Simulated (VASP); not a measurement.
Set up this calculation in VASP 6.6.1, as the native input.

```yaml
Task: relaxation of cell and atoms
Functional: PBE
Potentials_or_basis: VASP PAW PBE potentials, release 64 (Hf_pv, Be)
Cutoff: 600 eV
k_mesh: 3 × 3 × 4
Occupations: gaussian, width 0.1 eV
Spin: no spin polarisation
Dipole_correction: no
Further_INCAR_settings: ALGO = Fast; EDIFF = 1e-07; IBRION = 2; EDIFFG = -0.04; NSW = 90; ISIF = 3
```

The structure of Hf3Be lies in POSCAR:

```
Hf3Be
1.0
    6.0463490252      0.0000000000      0.0000000000
   -3.0231745126      5.2362918559      0.0000000000
    0.0000000000      0.0000000000      4.8531279979
Hf Be
6 2
Direct
    0.8330000000      0.6660000000      0.2500000000
    0.1670000000      0.8330000000      0.7500000000
    0.3340000000      0.1670000000      0.2500000000
    0.1670000000      0.3340000000      0.7500000000
    0.8330000000      0.1670000000      0.2500000000
    0.6660000000      0.8330000000      0.7500000000
    0.3333333333      0.6666666667      0.2500000000
    0.6666666667      0.3333333333      0.7500000000
```

These files were run (other wordings do the same):

INCAR

```
PREC     = Accurate       # precision mode
ENCUT    = 600            # plane-wave cutoff, eV
EDIFF    = 1E-7           # SCF threshold, eV
ISMEAR   = 0              # smearing method
SIGMA    = 0.1            # smearing width, eV
LREAL    = False          # projectors in reciprocal space
LASPH    = True           # aspherical terms in the spheres
NELM     = 100            # most SCF steps
ALGO     = Fast           # electronic algorithm
ISIF     = 3              # what is computed and relaxed
LWAVE    = False          # write WAVECAR
LCHARG   = False          # write CHGCAR
GGA      = PE             # functional
IBRION   = 2              # ionic algorithm
NSW      = 90             # ionic steps
EDIFFG   = -0.04          # ionic threshold
```

KPOINTS

```
Automatic mesh
0
Gamma
  3 3 4
```

Potentials or basis: VASP PAW PBE potentials, release 64 (Hf_pv, Be).

Run with:

```bash
$ cat potpaw_PBE.64/Hf_pv/POTCAR potpaw_PBE.64/Be/POTCAR > POTCAR
$ mpirun -np 1 vasp_std > vasp.out
```

It gave:

The relaxed volume is 18.93 Å³/atom and the relaxed cell is a = 6.022 Å, b = 6.022 Å, c = 4.821 Å, α = 90.00°, β = 90.00°, γ = 120.00°. The space group after relaxing (to 0.05 Å) is P6_3/mmc (No. 194), the energy gained by relaxing is 26.1 meV/atom and the ionic steps are 7. The pressure after relaxing is -0.1 GPa. The band gap on the k mesh is zero (band 32 reaches 4.64 eV, above the bottom of band 33 at 4.56 eV).

Caveat: the k points lie up to 0.40 Å⁻¹ apart in the final cell; spin-orbit coupling is left out, which moves the levels of the heavy elements.

Run time: 8.2 min on 1 thread of Intel Xeon 6975P-C, on a shared host, peak memory 0.33 GiB.
